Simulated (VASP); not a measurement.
# Br (Pm-3m) in VASP: a series of runs

The runs below take Br through relaxation of cell and atoms, with PBE.

All numbers are computed with VASP 6.6.1; they aren't measurements. Logs are shortened: lines on timing, memory, paths and dates and some standing lists are left out, and cuts for length are marked.

### 1 The cell of the first run

The structure is cubic, space group Pm-3m (No. 221). The conventional cell has a = 3.060 Å, b = 3.060 Å, c = 3.060 Å, α = 90.00°, β = 90.00°, γ = 90.00°. Within 4.0 Å of Br (site symmetry m-3m) lie 6 Br at 3.06 Å.

### 2 Relaxation of cell and atoms, PBE

File INCAR:

```
SYSTEM = Br
  PREC = Accurate
  ENCUT = 600
  EDIFF = 1E-7
  ISMEAR = 0
  SIGMA = 0.02
  LREAL = .False.
  LASPH = .True.
  NELM = 60
  ALGO = Normal
  ISIF = 3
  LWAVE = .False.
  LCHARG = .False.
  GGA = PE
  IBRION = 2
  NSW = 80
  EDIFFG = -0.03
```

File KPOINTS:

```
regular mesh
0
Gamma
  14 14 14
  0 0 0
```

File POSCAR:

```
Br
1.0
    3.0600000000      0.0000000000      0.0000000000
    0.0000000000      3.0600000000      0.0000000000
    0.0000000000      0.0000000000      3.0600000000
Br
1
Direct
    0.0000000000      0.0000000000      0.0000000000
```

Potentials or basis: VASP PAW PBE potentials, release 64 (Br).

Run with:

```console
cat potpaw_PBE.64/Br/POTCAR > POTCAR
mpirun -np 1 vasp_std > vasp.out
```

OUTCAR:

```text
SYSTEM = Br
   PREC = Accurate
   ENCUT = 600
   EDIFF = 1E-7
   ISMEAR = 0
   LREAL = .False.
   LASPH = .True.
   NELM = 60
   ISIF = 3
   GGA = PE
   IBRION = 2
   NSW = 80
   EDIFFG = -0.03

 ion  position               nearest neighbor table
   1  0.000  0.000  0.000-

  LATTYP: Found a simple cubic cell.
 ALAT       =     3.0600000000

  Lattice vectors:

 A1 = (   3.0600000000,   0.0000000000,   0.0000000000)
 A2 = (   0.0000000000,   3.0600000000,   0.0000000000)
 A3 = (   0.0000000000,   0.0000000000,   3.0600000000)

Analysis of symmetry for initial positions (statically):
=====================================================================
 Subroutine PRICEL returns:
 Original cell was already a primitive cell.

 Routine SETGRP: Setting up the symmetry group for a
 simple cubic supercell.

 Subroutine GETGRP returns: Found 48 space group operations
 (whereof 48 operations were pure point group operations)
 out of a pool of 48 trial point group operations.

The static configuration has the point symmetry O_h .

Analysis of symmetry for dynamics (positions and initial velocities):
=====================================================================
 Subroutine PRICEL returns:
 Original cell was already a primitive cell.

 Routine SETGRP: Setting up the symmetry group for a
 simple cubic supercell.

 Subroutine GETGRP returns: Found 48 space group operations
 (whereof 48 operations were pure point group operations)
 out of a pool of 48 trial point group operations.

The dynamic configuration has the point symmetry O_h .

 Subroutine INISYM returns: Found 48 space group operations
 (whereof 48 operations are pure point group operations),
 and found     1 'primitive' translations

----------------------------------------------------------------------------------------

                                     Primitive cell

  volume of cell :      28.6526

  direct lattice vectors                    reciprocal lattice vectors
     3.060000000  0.000000000  0.000000000     0.326797386  0.000000000  0.000000000
     0.000000000  3.060000000  0.000000000     0.000000000  0.326797386  0.000000000
     0.000000000  0.000000000  3.060000000     0.000000000  0.000000000  0.326797386

  length of vectors
     3.060000000  3.060000000  3.060000000     0.326797386  0.326797386  0.326797386

  position of ions in fractional coordinates (direct lattice)
     0.000000000  0.000000000  0.000000000

  ion indices of the primitive-cell ions
   primitive index   ion index
                 1           1

----------------------------------------------------------------------------------------

 KPOINTS: regular mesh

Automatic generation of k-mesh.
 Grid dimensions read from file:
 generate k-points for:   14   14   14

 Generating k-lattice:

  Cartesian coordinates                     Fractional coordinates (reciprocal lattice)
     0.023342670  0.000000000  0.000000000     0.071428571  0.000000000  0.000000000
     0.000000000  0.023342670  0.000000000     0.000000000  0.071428571  0.000000000
     0.000000000  0.000000000  0.023342670     0.000000000  0.000000000  0.071428571

  Length of vectors
     0.023342670  0.023342670  0.023342670

  Shift w.r.t. Gamma in fractional coordinates (k-lattice)
     0.000000000  0.000000000  0.000000000

 Subroutine IBZKPT returns following result:
 ===========================================

 Found    120 irreducible k-points:

 Following reciprocal coordinates:
            Coordinates               Weight
  0.000000  0.000000  0.000000      1.000000
  0.071429  0.000000  0.000000      6.000000
  0.142857  0.000000  0.000000      6.000000
  0.214286  0.000000  0.000000      6.000000
  0.285714  0.000000  0.000000      6.000000
  0.357143  0.000000  0.000000      6.000000
[... 16 lines left out ...]
  0.285714  0.214286  0.000000     24.000000
  0.357143  0.214286  0.000000     24.000000
 [... further k-points ...]
   k-points           NKPTS =    120   k-points in BZ     NKDIM =    120   number of bands    NBANDS=      7
[... 32 lines left out ...]
   ISMEAR =     0;   SIGMA  =   0.02  broadening in eV -4-tet -1-fermi 0-gaus
   EFERMI_NEDOS =   21; number of points for ismear=-14 and -15
   IALGO  =     38    algorithm
   IMIX   =      4    mixing-type and parameters
     AMIX     =   0.40;   BMIX     =  1.00
     AMIX_MAG =   1.60;   BMIX_MAG =  1.00
  volume/ion in A,a.u.               =      28.65       193.36
  Fermi-wavevector in a.u.,A,eV,Ry     =   1.023417  1.933978 14.250510  1.047383
  Thomas-Fermi vector in A             =   2.157150
   LORBIT       =      0    0 simple, 1 ext, 2 COOP (PROOUT), +10 PAW based schemes
   GGA     = PE    functional components
   LHFCALC =     F    Hartree Fock is set to
   AEXX    =    0.0000 exact exchange contribution
   IVDW    =     0    specifies the selected vdW correction
   LEPSILON=     F    determine dielectric tensor
   LRPA    =     F    only Hartree local field effects (RPA)
 conjugate gradient relaxation of ions
 non-spin polarized calculation
 Gauss-broadening in eV      SIGMA  =   0.02
  energy-cutoff  :      600.00
  volume of cell :       28.65
 maximum number of plane-waves:       972
   NGX = 13   NGY = 13   NGZ = 13

--------------------------------------- Ionic step        1  -------------------------------------------

 number of electron       7.0000002 magnetization

 Free energy of the ion-electron system (eV)
  ---------------------------------------------------
  ext. energy  EPLUGINS =         0.00000000
  ---------------------------------------------------
  free energy    TOTEN  =        -1.20175667 eV

  energy without entropy =       -1.20140900  energy(sigma->0) =       -1.20158284

------------------------ aborting loop because EDIFF is reached ----------------------------------------

  FORCE on cell =-STRESS in cart. coord.  units (eV):
  Direction    XX          YY          ZZ          XY          YZ          ZX
  --------------------------------------------------------------------------------------
  -------------------------------------------------------------------------------------
  Total        0.2172719      0.2172719      0.2172719      0.0000000     -0.0000000      0.0000000
  in kB       12.1492616     12.1492616     12.1492616      0.0000000     -0.0000000      0.0000000
  external PRESSURE =      12.1492616 kB  Pullay stress =       0.0000000 kB
[... 55 lines left out ...]
  energy  without entropy=       -1.2052140090  energy(sigma->0) =       -1.20541074

--------------------------------------- Ionic step        3  -------------------------------------------

 number of electron       7.0000002 magnetization

 Free energy of the ion-electron system (eV)
  ---------------------------------------------------
  ext. energy  EPLUGINS =         0.00000000
  ---------------------------------------------------
  free energy    TOTEN  =        -1.20570071 eV

  energy without entropy =       -1.20529881  energy(sigma->0) =       -1.20549976

 E-fermi :   1.0827     XC(G=0):  -8.5678

 val. band max:        1.0768701818   @ k =   0.1429   0.0714   0.0000
 cond. band min:       1.0849313340   @ k =   0.2857   0.1429   0.0714
 fundamental gap:      0.0080611522
 Fermi energy:         1.0826976486

 k-point     1 :       0.0000    0.0000    0.0000
  band No.  band energies     occupation
      1     -14.5310      2.00000
      2       0.9403      2.00000
      3       0.9403      2.00000
      4       0.9403      2.00000
      5       7.5303      0.00000
      6       9.9993      0.00000
      7       9.9993      0.00000
[... 221 lines left out ...]
 k-point    24 :       0.3571    0.2143    0.0000
  band No.  band energies     occupation
      1     -13.5386      2.00000
      2      -2.7784      2.00000
      3      -0.6491      2.00000
      4       1.6530      0.00000
      5       9.7798      0.00000
      6      11.3087      0.00000
      7      14.3370      0.00000

 [... further k-points ...]

------------------------ aborting loop because EDIFF is reached ----------------------------------------

  FORCE on cell =-STRESS in cart. coord.  units (eV):
  Direction    XX          YY          ZZ          XY          YZ          ZX
  --------------------------------------------------------------------------------------
  -------------------------------------------------------------------------------------
  Total       -0.0016718     -0.0016718     -0.0016718      0.0000000      0.0000000     -0.0000000
  in kB       -0.0900483     -0.0900483     -0.0900483      0.0000000      0.0000000     -0.0000000
  external PRESSURE =      -0.0900483 kB  Pullay stress =       0.0000000 kB
[... 16 lines left out ...]
  FREE ENERGIE OF THE ION-ELECTRON SYSTEM (eV)
  ---------------------------------------------------
  free  energy   TOTEN  =        -1.2057007098 eV

  energy  without entropy=       -1.2052988089  energy(sigma->0) =       -1.20549976

 reached required accuracy - stopping structural energy minimisation
```

Run time: 46 s. Hardware: 1 thread of Intel Xeon Platinum 8259CL at 2.50GHz (Skylake/Cascade Lake), shared host; peak memory 0.15 GiB.

What came out:

- Free energy: -1.2057 eV
- Relaxed volume: 29.75 Å³/atom
- Relaxed cell: a = 3.098 Å, b = 3.098 Å, c = 3.098 Å, α = 90.00°, β = 90.00°, γ = 90.00°
- Space group after relaxing (to 0.1 Å): Pm-3m (No. 221)
- Energy gained by relaxing: 3.9 meV/atom
- Ionic steps: 3
- Pressure after relaxing: 0.0 GPa
- Band gap on the k mesh: zero (an odd number of electrons rules out a gap without spin polarisation)

Step by step:
```tsv
step	energy change (eV)	largest force (eV/Å)	pressure (GPa)	volume (Å³)
1	0.0000	0.0000	1.21	28.65
2	-0.0039	0.0000	0.18	29.56
3	-0.0039	0.0000	-0.01	29.75
```

Final structure:
```cif
data_structure
_symmetry_space_group_name_H-M 'P 1'
_symmetry_Int_Tables_number 1
_cell_length_a 3.0984
_cell_length_b 3.0984
_cell_length_c 3.0984
_cell_angle_alpha 90.000
_cell_angle_beta 90.000
_cell_angle_gamma 90.000
_cell_volume 29.75
loop_
_atom_site_label
_atom_site_type_symbol
_atom_site_fract_x
_atom_site_fract_y
_atom_site_fract_z
_atom_site_occupancy
Br1 Br 0.00000 0.00000 0.00000 1
```

Caveat: an odd number of electrons without spin polarisation forces a metal; a magnetic or distorted state may lie lower.

### 3 Relaxation of cell and atoms, PBE, target pressure 15 GPa, at which the enthalpy is minimised

File INCAR:

```
ALGO = Normal
EDIFF = 1E-7
EDIFFG = -0.03
ENCUT = 600
GGA = PE
IBRION = 2
ISIF = 3
ISMEAR = 0
LASPH = True
LCHARG = False
LREAL = False
LWAVE = False
NELM = 100
NSW = 80
PREC = Accurate
PSTRESS = 150.0
SIGMA = 0.02
```

File KPOINTS:

```
k-points
0
Gamma
  14 14 14
```

POSCAR is that of step 2.

Potentials or basis: VASP PAW PBE potentials, release 64 (Br).

Run with:

```console
cat potpaw_PBE.64/Br/POTCAR > POTCAR
mpirun -np 1 vasp_std > vasp.out
```

Wall time 54 s (1 thread of Intel Xeon Platinum 8259CL at 2.50GHz (Skylake/Cascade Lake), shared host); peak memory 0.16 GiB.

The run converged. Its results:

```
Free energy                                                : -0.9649 eV
Relaxed volume                                             : 23.02 Å³/atom
Relaxed cell                                               : a = 2.845 Å, b = 2.845 Å, c = 2.845 Å, α = 90.00°, β = 90.00°, γ = 90.00°
Space group after relaxing (to 0.1 Å)                      : Pm-3m (No. 221)
Energy change on relaxing (the run minimises the enthalpy) : +236.9 meV/atom
Ionic steps                                                : 4
Pressure after relaxing                                    : 15.0 GPa
Band gap on the k mesh                                     : zero (an odd number of electrons rules out a gap without spin polarisation)
```

The path:
```
step  energy change (eV)  largest force (eV/Å)  pressure (GPa)  volume (Å³)
   1              0.0000                0.0000            1.21        28.65
   2              0.7584                0.0000           36.58        19.60
   3              0.2275                0.0000           14.54        23.13
   4              0.2369                0.0000           14.96        23.02
```

Final structure:
```
Br
1.0
     2.84484    0.00000    0.00000
     0.00000    2.84484    0.00000
     0.00000    0.00000    2.84484
Br
1
Direct
  0.00000 0.00000 0.00000
```

Levels at points of the mesh, in eV from the Fermi level:
```csv
k point,band 2,band 3,band 4,band 5,band 6,band 7
"(0.00, 0.00, 0.00)",-0.24,-0.24,-0.24,7.00,8.06,8.06
"(0.50, 0.00, 0.00)",-7.17,0.80,0.80,9.99,10.62,12.31
"(0.50, 0.50, 0.00)",-5.61,-5.61,1.73,3.70,12.62,15.58
"(0.50, 0.50, 0.50)",-4.26,-4.26,-4.26,6.41,6.41,6.41
```

Caveat: the cell is relaxed towards a set pressure, so the run minimises the enthalpy, not the energy; the volume moved by over 15 % at a fixed basis, so the end points are rough; an odd number of electrons without spin polarisation forces a metal; a magnetic or distorted state may lie lower.

### 4 Relaxation of cell and atoms, PBE, target pressure 30 GPa, at which the enthalpy is minimised

File INCAR:

```
  PREC = Accurate
  ENCUT = 600
  EDIFF = 1E-7
  ISMEAR = 0
  SIGMA = 0.02
  LREAL = False
  LASPH = True
  NELM = 60
  ALGO = Normal
  ISIF = 3
  LWAVE = False
  LCHARG = False
  GGA = PE
  IBRION = 2
  NSW = 80
  EDIFFG = -0.03
  PSTRESS = 300.0
```

File KPOINTS:

```
Automatic mesh
0
Gamma
  14 14 14
```

POSCAR is that of step 3.

Run with:

```console
cat potpaw_PBE.64/Br/POTCAR > POTCAR
mpirun -np 1 vasp_std > vasp.out
```

Wall time 51 s (1 thread of Intel Xeon Platinum 8259CL at 2.50GHz (Skylake/Cascade Lake), shared host); peak memory 0.17 GiB.

The run converged. Its results:

```
Free energy                                                : -0.6046 eV
Relaxed volume                                             : 20.37 Å³/atom
Relaxed cell                                               : a = 2.731 Å, b = 2.731 Å, c = 2.731 Å, α = 90.00°, β = 90.00°, γ = 90.00°
Space group after relaxing (to 0.1 Å)                      : Pm-3m (No. 221)
Energy change on relaxing (the run minimises the enthalpy) : +597.2 meV/atom
Ionic steps                                                : 5
Pressure after relaxing                                    : 30.1 GPa
Band gap on the k mesh                                     : zero (an odd number of electrons rules out a gap without spin polarisation)
```

The path:
| step | energy change (eV) | largest force (eV/Å) | pressure (GPa) | volume (Å³) |
| --- | --- | --- | --- | --- |
| 1 | 0.0000 | 0.0000 | 1.21 | 28.65 |
| 2 | 5.3780 | 0.0000 | 201.88 | 12.17 |
| 3 | 0.3676 | 0.0000 | 20.64 | 21.84 |
| 4 | 0.5177 | 0.0000 | 26.89 | 20.82 |
| 5 | 0.5972 | 0.0000 | 30.11 | 20.37 |

Final structure:
```
CELL_PARAMETERS angstrom
2.73124 0.00000 0.00000
0.00000 2.73124 0.00000
0.00000 0.00000 2.73124
ATOMIC_POSITIONS crystal
Br 0.00000 0.00000 0.00000
```

Levels at points of the mesh, in eV from the Fermi level:
| k point | band 1 | band 2 | band 3 | band 4 | band 5 | band 6 | band 7 |
| --- | --- | --- | --- | --- | --- | --- | --- |
| (0.00, 0.00, 0.00) | -18.88 | -0.31 | -0.31 | -0.31 | 7.36 | 7.53 | 7.53 |
| (0.50, 0.00, 0.00) | -16.91 | -8.50 | 1.00 | 1.00 | 9.69 | 11.19 | 12.58 |
| (0.50, 0.50, 0.00) | -14.98 | -6.64 | -6.64 | 2.18 | 2.69 | 13.06 | 15.82 |
| (0.50, 0.50, 0.50) | -13.04 | -5.02 | -5.02 | -5.02 | 5.68 | 5.68 | 5.68 |

Caveat: the cell is relaxed towards a set pressure, so the run minimises the enthalpy, not the energy; the volume moved by over 15 % at a fixed basis, so the end points are rough; an odd number of electrons without spin polarisation forces a metal; a magnetic or distorted state may lie lower.

### 5 Relaxation of cell and atoms, PBE, target pressure 45 GPa, at which the enthalpy is minimised

File INCAR:

```
  ALGO = Normal
  EDIFF = 1E-6
  EDIFFG = -0.03
  ENCUT = 600
  GGA = PE
  IBRION = 2
  ISIF = 3
  ISMEAR = 0
  LASPH = T
  LCHARG = F
  LREAL = F
  LWAVE = F
  NELM = 60
  NSW = 80
  PREC = Accurate
  PSTRESS = 450.0
  SIGMA = 0.02
```

File KPOINTS:

```
k-points
0
Gamma
  14 14 14
```

POSCAR is that of step 4.

Run with:

```console
cat potpaw_PBE.64/Br/POTCAR > POTCAR
mpirun -np 1 vasp_std > vasp.out
```

Wall time 2 min (1 thread of Intel Xeon Platinum 8259CL at 2.50GHz (Skylake/Cascade Lake), shared host); peak memory 0.17 GiB.

The run converged. Its results:

```
Free energy                                                : -0.2358 eV
Relaxed volume                                             : 18.78 Å³/atom
Relaxed cell                                               : a = 2.658 Å, b = 2.658 Å, c = 2.658 Å, α = 90.00°, β = 90.00°, γ = 90.00°
Space group after relaxing (to 0.1 Å)                      : Pm-3m (No. 221)
Energy change on relaxing (the run minimises the enthalpy) : +965.9 meV/atom
Ionic steps                                                : 17
Pressure after relaxing                                    : 44.8 GPa
Band gap on the k mesh                                     : zero (an odd number of electrons rules out a gap without spin polarisation)
```

Step by step:
| step | energy change (eV) | largest force (eV/Å) | pressure (GPa) | volume (Å³) |
| --- | --- | --- | --- | --- |
| 1 | 0.0000 | 0.0000 | 1.22 | 28.65 |
| 2 | 20.6928 | 0.0000 | 1008.38 | 6.90 |
| 3 | 0.4415 | 0.0000 | 23.74 | 21.30 |
| 4 | 0.6598 | 0.0000 | 32.63 | 20.05 |
| 5 | 0.9999 | 0.0000 | 46.14 | 18.66 |
| 6 | 0.9513 | 0.0000 | 44.22 | 18.83 |
| 7 | 0.9520 | 0.0000 | 44.22 | 18.83 |
| 8 | 0.9541 | 0.0000 | 44.33 | 18.82 |
| 9 | 0.9541 | 0.0000 | 44.33 | 18.82 |
| 10 | 0.9541 | 0.0000 | 44.34 | 18.82 |
| 11 | 0.9542 | 0.0000 | 44.34 | 18.82 |
| 12 | 0.9544 | 0.0000 | 44.34 | 18.82 |
| 13 | 0.9548 | 0.0000 | 44.35 | 18.82 |
| 14 | 0.9555 | 0.0000 | 44.36 | 18.81 |
| 15 | 0.9570 | 0.0000 | 44.45 | 18.81 |
| 16 | 0.9600 | 0.0000 | 44.56 | 18.80 |
| 17 | 0.9659 | 0.0000 | 44.79 | 18.78 |

Final structure:
```xyz
1
Lattice="2.6579 0.0000 0.0000 0.0000 2.6579 0.0000 0.0000 0.0000 2.6579" Properties=species:S:1:pos:R:3 pbc="T T T"
Br    0.0000    2.6579    2.6579
```

Levels at points of the mesh, in eV from the Fermi level:
```tsv
k point	band 1	band 2	band 3	band 4	band 5	band 6	band 7
(0.00, 0.00, 0.00)	-19.88	-0.41	-0.41	-0.41	7.09	7.09	7.59
(0.50, 0.00, 0.00)	-17.60	-9.54	1.11	1.11	9.42	11.60	12.70
(0.50, 0.50, 0.00)	-15.33	-7.46	-7.46	1.90	2.49	13.36	15.94
(0.50, 0.50, 0.50)	-13.01	-5.62	-5.62	-5.62	5.08	5.08	5.08
```

Caveat: the cell is relaxed towards a set pressure, so the run minimises the enthalpy, not the energy; the volume moved by over 15 % at a fixed basis, so the end points are rough; an odd number of electrons without spin polarisation forces a metal; a magnetic or distorted state may lie lower.

### 6 Overview

| cell | gap on the mesh (eV) | pressure (GPa) |
| --- | --- | --- |
| relaxed | none | 0.0 |
| relaxed to 15 GPa | none | 15.0 |
| relaxed to 30 GPa | none | 30.1 |
| relaxed to 45 GPa | none | 44.8 |

Alike in all rows: task relaxation of cell and atoms; level PBE; potentials or basis VASP PAW PBE potentials, release 64 (Br); no spin polarisation; k mesh 14 × 14 × 14; cutoff (eV) 600; smearing gaussian 0.02 eV.

Caveats: an odd number of electrons without spin polarisation forces a metal; a magnetic or distorted state may lie lower; the cell is relaxed towards a set pressure, so the run minimises the enthalpy, not the energy (at least some runs); the volume moved by over 15 % at a fixed basis, so the end points are rough (at least some runs).

Total energies depend on the potentials used, so only differences within one code and one set of settings carry meaning.

The gap in the log of VASP goes by the Fermi energy; the results here count the filled bands.